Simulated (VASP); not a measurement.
# GaP (F-43m) in VASP: a series of runs

GaP is run at these levels: PBEsol; tasks: single point.

Program: VASP 6.6.1. These are calculated values, not measurements. Logs are shortened: lines on timing, memory, paths and dates and some standing lists are left out, and cuts for length are marked.

**1. The cell of the first run**

Symmetry: F-43m, No. 216, cubic system. The conventional cell has a = 5.439 Å, b = 5.439 Å, c = 5.439 Å, α = 90.00°, β = 90.00°, γ = 90.00°. Within 3.1 Å of Ga (site symmetry -43m) lie 4 P at 2.35 Å. P (site symmetry -43m) has 4 Ga at 2.35 Å within 3.1 Å.

**2. Single point, PBEsol**

Input file INCAR:

```
SYSTEM = GaP
PREC = Accurate ; ENCUT = 520
EDIFF = 1E-7 ; ISMEAR = -1
SIGMA = 0.1 ; LREAL = .FALSE.
LASPH = .TRUE. ; NELM = 60
ALGO = Normal ; ISIF = 2
LWAVE = .FALSE. ; LCHARG = .TRUE.
GGA = PS ; LELF = .TRUE.
LVHAR = .TRUE. ; NBANDS = 16
```

Input file KPOINTS:

```
regular mesh
0
G
  16 16 16
  0 0 0
```

Input file POSCAR:

```
GaP
1.0
    0.0000000000      2.7192748328      2.7192748328
    2.7192748328      0.0000000000      2.7192748328
    2.7192748328      2.7192748328      0.0000000000
Ga P
1 1
Direct
    0.0000000000      0.0000000000      0.0000000000
    0.7500000000      0.7500000000      0.7500000000
```

Potentials or basis: VASP PAW PBE potentials, release 64 (Ga_d, P).

Started as:

```bash
$ cat potpaw_PBE.64/Ga_d/POTCAR potpaw_PBE.64/P/POTCAR > POTCAR
$ mpirun -np 1 vasp_std > vasp.out
```

OUTCAR:

```text
SYSTEM = GaP
   PREC = Accurate
   ENCUT = 520
   EDIFF = 1E-7
   ISMEAR = -1
   LREAL = .FALSE.
   LASPH = .TRUE.
   NELM = 60
   ISIF = 2
   GGA = PS

 ion  position               nearest neighbor table
   1  0.000  0.000  0.000-   2 2.35   2 2.35   2 2.35   2 2.35
   2  0.750  0.750  0.750-   1 2.35   1 2.35   1 2.35   1 2.35

  LATTYP: Found a face centered cubic cell.
 ALAT       =     5.4385496656

  Lattice vectors:

 A1 = (   0.0000000000,   2.7192748328,   2.7192748328)
 A2 = (   2.7192748328,   0.0000000000,   2.7192748328)
 A3 = (   2.7192748328,   2.7192748328,   0.0000000000)

Analysis of symmetry for initial positions (statically):
=====================================================================
 Subroutine PRICEL returns:
 Original cell was already a primitive cell.

 Routine SETGRP: Setting up the symmetry group for a
 face centered cubic supercell.

 Subroutine GETGRP returns: Found 24 space group operations
 (whereof 24 operations were pure point group operations)
 out of a pool of 48 trial point group operations.

The static configuration has the point symmetry T_d .

Analysis of symmetry for dynamics (positions and initial velocities):
=====================================================================
 Subroutine PRICEL returns:
 Original cell was already a primitive cell.

 Routine SETGRP: Setting up the symmetry group for a
 face centered cubic supercell.

 Subroutine GETGRP returns: Found 24 space group operations
 (whereof 24 operations were pure point group operations)
 out of a pool of 48 trial point group operations.

The dynamic configuration has the point symmetry T_d .

 Subroutine INISYM returns: Found 24 space group operations
 (whereof 24 operations are pure point group operations),
 and found     1 'primitive' translations

----------------------------------------------------------------------------------------

                                     Primitive cell

  volume of cell :      40.2151

  direct lattice vectors                    reciprocal lattice vectors
     0.000000000  2.719274833  2.719274833    -0.183872551  0.183872551  0.183872551
     2.719274833  0.000000000  2.719274833     0.183872551 -0.183872551  0.183872551
     2.719274833  2.719274833  0.000000000     0.183872551  0.183872551 -0.183872551

  length of vectors
     3.845635348  3.845635348  3.845635348     0.318476600  0.318476600  0.318476600

  position of ions in fractional coordinates (direct lattice)
     0.000000000  0.000000000  0.000000000
     0.750000000  0.750000000  0.750000000

  ion indices of the primitive-cell ions
   primitive index   ion index
                 1           1
                 2           2

----------------------------------------------------------------------------------------

 KPOINTS: regular mesh

Automatic generation of k-mesh.
 Grid dimensions read from file:
 generate k-points for:   16   16   16

 Generating k-lattice:

  Cartesian coordinates                     Fractional coordinates (reciprocal lattice)
    -0.011492034  0.011492034  0.011492034     0.062500000  0.000000000  0.000000000
     0.011492034 -0.011492034  0.011492034     0.000000000  0.062500000  0.000000000
     0.011492034  0.011492034 -0.011492034     0.000000000  0.000000000  0.062500000

  Length of vectors
     0.019904788  0.019904788  0.019904788

  Shift w.r.t. Gamma in fractional coordinates (k-lattice)
     0.000000000  0.000000000  0.000000000

 Subroutine IBZKPT returns following result:
 ===========================================

 Found    145 irreducible k-points:

 Following reciprocal coordinates:
            Coordinates               Weight
  0.000000  0.000000  0.000000      1.000000
  0.062500  0.000000  0.000000      8.000000
  0.125000  0.000000  0.000000      8.000000
  0.187500  0.000000  0.000000      8.000000
  0.250000  0.000000  0.000000      8.000000
  0.312500  0.000000  0.000000      8.000000
[... 16 lines left out ...]
 -0.125000  0.062500  0.000000     24.000000
 -0.062500  0.062500  0.000000     12.000000
 [... further k-points ...]
   k-points           NKPTS =    145   k-points in BZ     NKDIM =    145   number of bands    NBANDS=     16
   number of dos      NEDOS =    301   number of ions     NIONS =      2
   total plane-waves  NPLWV =  27000
   dimension x,y,z NGX =    30 NGY =   30 NGZ =   30
   dimension x,y,z NGXF=    60 NGYF=   60 NGZF=   60
   ions per type =               1   1
   NGX,Y,Z   is equivalent  to a cutoff of  12.97, 12.97, 12.97 a.u.
   NGXF,Y,Z  is equivalent  to a cutoff of  25.94, 25.94, 25.94 a.u.
 SYSTEM =  GaP
   PREC   = accura    normal or accurate (medium, high low for compatibility)
   ISTART =      0    job   : 0-new  1-cont  2-samecut
   ICHARG =      2    charge: 1-file 2-atom 10-const
   ISPIN  =      1    spin polarized calculation?
   LNONCOLLINEAR =      F non collinear calculations
   LSORBIT =      F    spin-orbit coupling
   LASPH  =      T    aspherical Exc in radial PAW
   ENCUT  =  520.0 eV  38.22 Ry    6.18 a.u.   7.15  7.15  7.15*2*pi/ulx,y,z
   NELM   =     60;   NELMIN=  2; NELMDL= -5     # of ELM steps
   EDIFF  = 0.1E-06   stopping-criterion for ELM
   LREAL  =      F    real-space projection
   EDIFFG = 0.1E-05   stopping-criterion for IOM
   NSW    =      0    number of steps for IOM
   IBRION =     -1    ionic relax: 0-MD 1-quasi-New 2-CG
   NFREE  =      0    steps in history (QN), initial steepest desc. (CG)
   ISIF   =      2    stress and relaxation
   ISYM   =      2    0-nonsym 1-usesym 2-fastsym
   POTIM  = 0.5000    time-step for ionic-motion
   TEBEG  =    0.0;   TEEND  =   0.0 temperature during run
   PSTRESS=    0.0 pullay stress
   NELECT =      18.0000    total number of electrons
   NUPDOWN=      -1.0000    fix difference up-down
   EMIN   =  10.00;   EMAX   =-10.00  energy-range for DOS
   EFERMI =   0.00;   METHOD = LEGACY
   ISMEAR =    -1;   SIGMA  =   0.10  broadening in eV -4-tet -1-fermi 0-gaus
   EFERMI_NEDOS =   21; number of points for ismear=-14 and -15
   IALGO  =     38    algorithm
   IMIX   =      4    mixing-type and parameters
     AMIX     =   0.40;   BMIX     =  1.00
     AMIX_MAG =   1.60;   BMIX_MAG =  1.00
  volume/ion in A,a.u.               =      20.11       135.69
  Fermi-wavevector in a.u.,A,eV,Ry     =   1.252283  2.366472 21.336837  1.568213
  Thomas-Fermi vector in A             =   2.386191
   LORBIT       =      0    0 simple, 1 ext, 2 COOP (PROOUT), +10 PAW based schemes
   GGA     = PS    functional components
   LHFCALC =     F    Hartree Fock is set to
   AEXX    =    0.0000 exact exchange contribution
   IVDW    =     0    specifies the selected vdW correction
   LEPSILON=     F    determine dielectric tensor
   LRPA    =     F    only Hartree local field effects (RPA)
 non-spin polarized calculation
  energy-cutoff  :      520.00
  volume of cell :       40.22
 maximum number of plane-waves:      1106
 NGX is ok and might be reduce to    30
   NGX = 15   NGY = 15   NGZ = 15

 number of electron      17.9999987 magnetization

 Free energy of the ion-electron system (eV)
  ---------------------------------------------------
  ext. energy  EPLUGINS =         0.00000000
  ---------------------------------------------------
  free energy    TOTEN  =        -9.92380719 eV

  energy without entropy =       -9.92378694  energy(sigma->0) =       -9.92379707

 E-fermi :   5.3578     XC(G=0): -10.0516

 val. band max:        4.6344559959   @ k =   0.0000   0.0000   0.0000
 cond. band min:       6.0912671490   @ k =   0.4375   0.4375   0.0000
 fundamental gap:      1.4568111531
 Fermi energy:         5.3578217324

 k-point     1 :       0.0000    0.0000    0.0000
  band No.  band energies     occupation
      1      -9.9159      2.00000
      2      -9.9159      2.00000
      3      -9.9159      2.00000
      4      -9.8131      2.00000
      5      -9.8131      2.00000
      6      -7.9392      2.00000
[... 8 lines left out ...]
     15      14.4163      0.00000
     16      14.4163      0.00000

 k-point     2 :       0.0625    0.0000    0.0000
  band No.  band energies     occupation
      1      -9.9197      2.00000
      2      -9.9146      2.00000
      3      -9.9146      2.00000
      4      -9.8131      2.00000
      5      -9.8131      2.00000
      6      -7.8873      2.00000
[... 8 lines left out ...]
     15      14.1747      0.00000
     16      14.1747      0.00000

 k-point     3 :       0.1250    0.0000    0.0000
  band No.  band energies     occupation
      1      -9.9303      2.00000
      2      -9.9111      2.00000
      3      -9.9111      2.00000
      4      -9.8132      2.00000
      5      -9.8132      2.00000
      6      -7.7336      2.00000
[... 8 lines left out ...]
     15      13.7551      0.00000
     16      14.1524      0.00000

 k-point     4 :       0.1875    0.0000    0.0000
  band No.  band energies     occupation
      1      -9.9452      2.00000
      2      -9.9060      2.00000
      3      -9.9060      2.00000
      4      -9.8128      2.00000
      5      -9.8128      2.00000
      6      -7.4843      2.00000
[... 8 lines left out ...]
     15      13.4937      0.00000
     16      14.5629      0.00000

 k-point     5 :       0.2500    0.0000    0.0000
  band No.  band energies     occupation
      1      -9.9617      2.00000
      2      -9.9007      2.00000
      3      -9.9007      2.00000
      4      -9.8119      2.00000
      5      -9.8119      2.00000
      6      -7.1506      2.00000
[... 8 lines left out ...]
     15      13.5614      0.00000
     16      14.3667      0.00000

 k-point     6 :       0.3125    0.0000    0.0000
  band No.  band energies     occupation
      1      -9.9772      2.00000
      2      -9.8961      2.00000
      3      -9.8961      2.00000
      4      -9.8101      2.00000
      5      -9.8101      2.00000
      6      -6.7531      2.00000
[... 8 lines left out ...]
     15      14.0124      0.00000
     16      14.1567      0.00000

 k-point     7 :       0.3750    0.0000    0.0000
  band No.  band energies     occupation
      1      -9.9898      2.00000
      2      -9.8928      2.00000
      3      -9.8928      2.00000
      4      -9.8080      2.00000
      5      -9.8080      2.00000
      6      -6.3333      2.00000
[... 8 lines left out ...]
     15      14.7792      0.00000
     16      14.7792      0.00000

 k-point     8 :       0.4375    0.0000    0.0000
  band No.  band energies     occupation
      1      -9.9979      2.00000
      2      -9.8910      2.00000
      3      -9.8910      2.00000
      4      -9.8062      2.00000
      5      -9.8062      2.00000
      6      -5.9767      2.00000
[... 8 lines left out ...]
     15      15.7123      0.00000
     16      15.7123      0.00000

 k-point     9 :       0.5000    0.0000    0.0000
  band No.  band energies     occupation
      1     -10.0007      2.00000
      2      -9.8904      2.00000
      3      -9.8904      2.00000
      4      -9.8055      2.00000
      5      -9.8055      2.00000
      6      -5.8270      2.00000
[... 8 lines left out ...]
     15      16.3239      0.00000
     16      16.3239      0.00000
[... 172 lines left out ...]
 k-point    19 :      -0.3750    0.0625    0.0000
  band No.  band energies     occupation
      1      -9.9937      2.00000
      2      -9.8910      2.00000
      3      -9.8908      2.00000
      4      -9.8093      2.00000
      5      -9.8066      2.00000
      6      -6.1627      2.00000
[... 8 lines left out ...]
     15      14.5273      0.00000
     16      16.0445      0.00000

 k-point    20 :      -0.3125    0.0625    0.0000
  band No.  band energies     occupation
      1      -9.9829      2.00000
      2      -9.8943      2.00000
      3      -9.8931      2.00000
      4      -9.8120      2.00000
      5      -9.8078      2.00000
      6      -6.5723      2.00000
[... 8 lines left out ...]
     15      14.3750      0.00000
     16      15.1758      0.00000

 k-point    21 :      -0.2500    0.0625    0.0000
  band No.  band energies     occupation
      1      -9.9689      2.00000
      2      -9.8989      2.00000
      3      -9.8968      2.00000
      4      -9.8141      2.00000
      5      -9.8093      2.00000
      6      -6.9816      2.00000
[... 8 lines left out ...]
     15      14.2139      0.00000
     16      14.7952      0.00000

 k-point    22 :      -0.1875    0.0625    0.0000
  band No.  band energies     occupation
      1      -9.9533      2.00000
      2      -9.9043      2.00000
      3      -9.9015      2.00000
      4      -9.8150      2.00000
      5      -9.8106      2.00000
      6      -7.3381      2.00000
[... 8 lines left out ...]
     15      13.8914      0.00000
     16      14.9350      0.00000

 k-point    23 :      -0.1250    0.0625    0.0000
  band No.  band energies     occupation
      1      -9.9383      2.00000
      2      -9.9094      2.00000
      3      -9.9066      2.00000
      4      -9.8148      2.00000
      5      -9.8116      2.00000
      6      -7.6159      2.00000
[... 8 lines left out ...]
     15      13.8986      0.00000
     16      14.6100      0.00000

 k-point    24 :      -0.0625    0.0625    0.0000
  band No.  band energies     occupation
      1      -9.9263      2.00000
      2      -9.9132      2.00000
      3      -9.9113      2.00000
      4      -9.8141      2.00000
      5      -9.8123      2.00000
      6      -7.8015      2.00000
[... 8 lines left out ...]
     15      13.8957      0.00000
     16      14.1518      0.00000

 [... further k-points ...]

------------------------ aborting loop because EDIFF is reached ----------------------------------------

  FORCE on cell =-STRESS in cart. coord.  units (eV):
  Direction    XX          YY          ZZ          XY          YZ          ZX
  --------------------------------------------------------------------------------------
  -------------------------------------------------------------------------------------
  Total       -0.0142579     -0.0142579     -0.0142579      0.0000000      0.0000000     -0.0000000
  in kB       -0.5680372     -0.5680372     -0.5680372      0.0000000      0.0000000     -0.0000000
  external PRESSURE =      -0.5680372 kB  Pullay stress =       0.0000000 kB

 VOLUME and BASIS-vectors are now :
 -----------------------------------------------------------------------------
  energy-cutoff  :      520.00
  volume of cell :       40.22
      direct lattice vectors                 reciprocal lattice vectors
     0.000000000  2.719274833  2.719274833    -0.183872551  0.183872551  0.183872551
     2.719274833  0.000000000  2.719274833     0.183872551 -0.183872551  0.183872551
     2.719274833  2.719274833  0.000000000     0.183872551  0.183872551 -0.183872551

 POSITION                                       TOTAL-FORCE (eV/Angst)
 -----------------------------------------------------------------------------------
      0.00000      0.00000      0.00000        -0.000000     -0.000000     -0.000000
      4.07891      4.07891      4.07891         0.000000      0.000000      0.000000
 -----------------------------------------------------------------------------------
    total drift:                               -0.000000     -0.000000     -0.000000

  FREE ENERGIE OF THE ION-ELECTRON SYSTEM (eV)
  ---------------------------------------------------
  free  energy   TOTEN  =        -9.9238071950 eV

  energy  without entropy=       -9.9237869398  energy(sigma->0) =       -9.92379707
```

It took 3 min on 1 thread of Intel Xeon 8259CL, shared host; peak memory 0.23 GiB.

What came out:

* Free energy: -9.9238 eV
* Pressure: -0.1 GPa
* Band gap on the k mesh: 1.46 eV (least direct gap 1.81 eV)

Caveat: the PAW data sets were made with another functional, which shifts forces and pressure a little.

**3. Single point, PBEsol**

This run uses another cell than the first one, of 17.62 Å³/atom.

Input file INCAR:

```
PREC     = Accurate       # precision mode
ENCUT    = 520            # plane-wave cutoff, eV
EDIFF    = 1E-6           # SCF threshold, eV
ISMEAR   = 0              # smearing method
SIGMA    = 0.01           # smearing width, eV
LREAL    = F              # projectors in reciprocal space
LASPH    = T              # aspherical terms in the spheres
NELM     = 60             # most SCF steps
ALGO     = Normal         # electronic algorithm
ISIF     = 2              # what is computed and relaxed
LWAVE    = F              # write WAVECAR
LCHARG   = T              # write CHGCAR
GGA      = PS             # functional
LELF     = T              # ELF
LVHAR    = T            
NBANDS   = 16             # bands
```

Input file KPOINTS:

```
Automatic mesh
0
Gamma
  8 8 8
```

Input file POSCAR:

```
GaP
1.0
    0.0000000000      2.6023468015      2.6023468015
    2.6023468015      0.0000000000      2.6023468015
    2.6023468015      2.6023468015      0.0000000000
Ga P
1 1
Direct
    0.0000000000      0.0000000000      0.0000000000
    0.7500000000      0.7500000000      0.7500000000
```

Potentials or basis: VASP PAW PBE potentials, release 64 (Ga_d, P).

Started as:

```bash
$ cat potpaw_PBE.64/Ga_d/POTCAR potpaw_PBE.64/P/POTCAR > POTCAR
$ mpirun -np 1 vasp_std > vasp.out
```

It took 21 s on 1 thread of Intel Xeon 8259CL, shared host; peak memory 0.16 GiB.

The run converged. Its results:

| Item | Value |
| --- | --- |
| Free energy | -9.7173 eV |
| Pressure | 14.8 GPa |
| Band gap on the k mesh | 1.19 eV (least direct gap 2.92 eV) |

Levels at points of the mesh, in eV from the valence-band top:
```csv
k point,band 7,band 8,band 9,band 10,band 11,band 12
"(0.00, 0.00, 0.00)",0.00,0.00,0.00,2.92,3.75,3.75
"(0.50, 0.00, 0.00)",-7.58,-1.35,-1.35,2.01,4.57,4.57
"(0.50, 0.50, 0.00)",-7.52,-3.24,-3.24,1.19,1.52,11.59
```

Caveat: the cell stands under pressure; the PAW data sets were made with another functional, which shifts forces and pressure a little. A k mesh can miss the band edges.
